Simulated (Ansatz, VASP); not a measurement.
One calculation of MnO2, two programs

The input INCAR:

```
PREC = Accurate
ENCUT = 520
EDIFF = 1E-6
ISMEAR = 0
SIGMA = 0.01
LREAL = False
LASPH = True
NELM = 150
ALGO = Normal
ISIF = 2
LWAVE = False
LCHARG = True
ISPIN = 2
MAGMOM = 4 -4 0 0 0 0
LORBIT = 11
LMAXMIX = 4
GGA = PE
LVHAR = True
NBANDS = 38
KPAR = 4
```

The input KPOINTS:

```
Automatic mesh
0
Gamma
  8 8 12
```

The input POSCAR:

```
MnO2
1.0
    4.0201506131      0.0000000000      0.0000000000
    0.0000000000      4.1424441322      0.0000000000
    0.0000000000      0.0000000000      2.6572880703
Mn O
2 4
Direct
    0.0000000000      0.0000000000      0.0000000000
    0.5000000000      0.5000000000      0.5000000000
    0.7860076400      0.1770373300      0.5000000000
    0.7139923600      0.6770373300      0.0000000000
    0.2860076400      0.3229626700      0.0000000000
    0.2139923600      0.8229626700      0.5000000000
```

Input for Ansatz:

```yaml
crystal:
  lattice:
    - [4.0201506131, 0.0, 0.0]
    - [0.0, 4.1424441322, 0.0]
    - [0.0, 0.0, 2.6572880703]
  atoms:
    - { symbol: Mn, position: [0.0, 0.0, 0.0], spin: 4.0 }
    - { symbol: Mn, position: [0.5, 0.5, 0.5], spin: -4.0 }
    - { symbol: O, position: [0.78600764, 0.17703733, 0.5] }
    - { symbol: O, position: [0.71399236, 0.67703733, 0.0] }
    - { symbol: O, position: [0.28600764, 0.32296267, 0.0] }
    - { symbol: O, position: [0.21399236, 0.82296267, 0.5] }
basis:
  ecutwfc: 420
kpoints:
  mp_grid: { grid: [8, 8, 12] }
hamiltonian:
  xc: pbe
scf:
  occupations: { method: gaussian, width: 0.01 }
  lower_state_search: "off"
output:
  forces: true
  stress: true
  eigenvalues: true
  populations: true
  write_density: true
  write_potential: true
  elf: true
  volumetric_format: npy
magnetization:
  spin_polarized: true
```

Alike in both runs: task single point; functional PBE; k mesh 8 × 8 × 12; occupations gaussian, width 0.01 eV; collinear spin.

```csv
,VASP,Ansatz
version,VASP 6.6.1,Ansatz 0.2.0
potentials or method,"VASP PAW PBE potentials, release 64 (Mn_pv, O), cutoff 520 eV","scalar-relativistic, plane waves, PAW"
valence electrons in the cell,50,54
```

Ansatz gave:

* gap on the k mesh at the Fermi level (eV): none
* rms of the force components (eV/Å): 0.819
* net moment per atom (μB): 0.00
* size of the moment on the site where the two differ most (μB): 1.80

Q: Estimate VASP's values.

A: gap on the k mesh at the Fermi level (eV): none; rms of the force components (eV/Å): 0.845; net moment per atom (μB): 0.00; size of the moment on the site where the two differ most (μB): 2.11.

Site moments also hang on the region over which each program counts them. Atom by atom the forces differ by 0.026 eV/Å (rms over components). A gap of «none» marks a metal or a gap that the smearing closes. With one functional, cell and mesh, what is left measures potentials, basis and numerics. VASP's potentials hold 50 valence electrons a cell and Ansatz's 54, so a difference there can come from the potentials and not from the codes.
